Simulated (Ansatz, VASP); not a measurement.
**Two plane-wave programs on MgO**

INCAR

```
  PREC = Accurate
  ENCUT = 840
  EDIFF = 1E-7
  ISMEAR = 0
  SIGMA = 0.02
  LREAL = False
  LASPH = True
  NELM = 120
  ALGO = Normal
  ISIF = 3
  LWAVE = False
  LCHARG = False
  IBRION = 2
  NSW = 100
  EDIFFG = -0.002
  GGA_COMPAT = False
  NELMIN = 4
```

Contents of KPOINTS:

```
regular mesh
0
Gamma
  8 8 8
```

The input POSCAR:

```
MgO
1.0
    0.0000000000      2.0816499855      2.0816499855
    2.0816499855      0.0000000000      2.0816499855
    2.0816499855      2.0816499855      0.0000000000
Mg O
1 1
Direct
    0.0000000000      0.0000000000      0.0000000000
    0.5000000000      0.5000000000      0.5000000000
```

Input for Ansatz:

```yaml
crystal:
  lattice:
    - [0.0, 2.0816499855, 2.0816499855]
    - [2.0816499855, 0.0, 2.0816499855]
    - [2.0816499855, 2.0816499855, 0.0]
  atoms:
    - { symbol: Mg, position: [0.0, 0.0, 0.0] }
    - { symbol: O, position: [0.5, 0.5, 0.5] }
basis:
  ecutwfc: 420
kpoints:
  mp_grid: { grid: [8, 8, 8] }
hamiltonian:
  xc: lda
  pseudopotentials: { kind: paw, azcp: { folder: soft_1 } }
scf:
  occupations: { method: gaussian, width: 0.02 }
output:
  forces: true
  stress: true
  eigenvalues: true
  write_density: true
  write_potential: true
  elf: true
  volumetric_format: npy
relax:
  adjacent_minimum: "off"
  f_tol: 0.002
  max_steps: 80
  cell: { stress_tol: 0.02 }
```

Alike in both runs: task relaxation of cell and atoms; functional LDA; k mesh 8 × 8 × 8; occupations gaussian, width 0.02 eV; no spin polarisation.

```csv
,VASP,Ansatz
version,VASP 6.6.1,Ansatz 0.2.0
potentials or method,"VASP PAW LDA potentials, release 64 (Mg_sv, O), cutoff 840 eV","scalar-relativistic, plane waves, PAW"
valence electrons in the cell,16,16
```

VASP gave:

```
gap on the k mesh at the Fermi level, each at its own relaxed structure (eV)  : 5.01
relaxed volume (Å³/atom)                                                      : 9.03
relaxed length of the cell vector where the two differ most in proportion (Å) : 2.945
```

Problem. What did Ansatz give for the same quantities?

Solution. gap on the k mesh at the Fermi level, each at its own relaxed structure (eV): 5.03; relaxed volume (Å³/atom): 9.00; relaxed length of the cell vector where the two differ most in proportion (Å): 2.942.

Ansatz warns that its potentials were made for another functional, while VASP's fit it. LDA's correlation is that of Perdew and Zunger in VASP and of Perdew and Wang (1992) in Ansatz.
